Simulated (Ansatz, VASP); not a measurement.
**TePt: VASP beside Ansatz**

INCAR

```
SYSTEM = TePt
PREC = Accurate ; ENCUT = 600
EDIFF = 1E-6 ; ISMEAR = 0
SIGMA = 0.1 ; LREAL = .False.
LASPH = .True. ; NELM = 80
ALGO = Normal ; ISIF = 3
LWAVE = .False. ; LCHARG = .False.
IBRION = 2 ; NSW = 100
EDIFFG = -0.005
```

The input KPOINTS:

```
regular mesh
0
Gamma
  12 12 8
  0 0 0
```

Contents of POSCAR:

```
TePt
1.0
    4.2020777527      0.0000000000      0.0000000000
   -2.1010388763      3.6391060825      0.0000000000
    0.0000000000      0.0000000000      5.4920732433
Te Pt
2 2
Direct
    0.3333333333      0.6666666667      0.2500000000
    0.6666666667      0.3333333333      0.7500000000
    0.0000000000      0.0000000000      0.0000000000
    0.0000000000      0.0000000000      0.5000000000
```

Input for Ansatz:

```yaml
crystal:
  lattice:
    - [4.2020777527, 0.0, 0.0]
    - [-2.1010388763, 3.6391060825, 0.0]
    - [0.0, 0.0, 5.4920732433]
  atoms:
    - { symbol: Te, position: [0.3333333333, 0.6666666667, 0.25] }
    - { symbol: Te, position: [0.6666666667, 0.3333333333, 0.75] }
    - { symbol: Pt, position: [0.0, 0.0, 0.0] }
    - { symbol: Pt, position: [0.0, 0.0, 0.5] }
basis:
  ecutwfc: 420
kpoints:
  mp_grid: { grid: [12, 12, 8] }
hamiltonian:
  xc: lda
  pseudopotentials: { kind: paw, azcp: { folder: soft_1 } }
scf:
  occupations: { method: gaussian, width: 0.1 }
output:
  forces: true
  stress: true
  eigenvalues: true
relax:
  adjacent_minimum: "off"
  f_tol: 0.005
  max_steps: 80
  cell: { stress_tol: 0.05 }
```

Alike in both runs: task relaxation of cell and atoms; functional LDA; k mesh 12 × 12 × 8; occupations gaussian, width 0.1 eV; no spin polarisation.

```csv
,VASP,Ansatz
version,VASP 6.6.1,Ansatz 0.2.0
potentials or method,"VASP PAW LDA potentials, release 64 (Te, Pt), cutoff 600 eV","scalar-relativistic, plane waves, PAW"
valence electrons in the cell,32,68
```

|  | VASP | Ansatz | Ansatz less VASP |
| --- | --- | --- | --- |
| gap on the k mesh at the Fermi level, each at its own relaxed structure (eV) | none | none | - |
| relaxed volume (Å³/atom) | 21.05 | 21.00 | -0.043 |
| relaxed cell length with the largest relative difference (Å) | 5.513 | 5.504 | -0.0088 |

Ansatz warns that its potentials were made for another functional, while VASP's fit it. LDA's correlation is that of Perdew and Zunger in VASP and of Perdew and Wang (1992) in Ansatz. A gap of «none» marks a metal or a gap that the smearing closes. VASP's potentials hold 32 valence electrons a cell and Ansatz's 68, so a difference there can come from the potentials and not from the codes.

Neither program's run includes spin-orbit coupling.
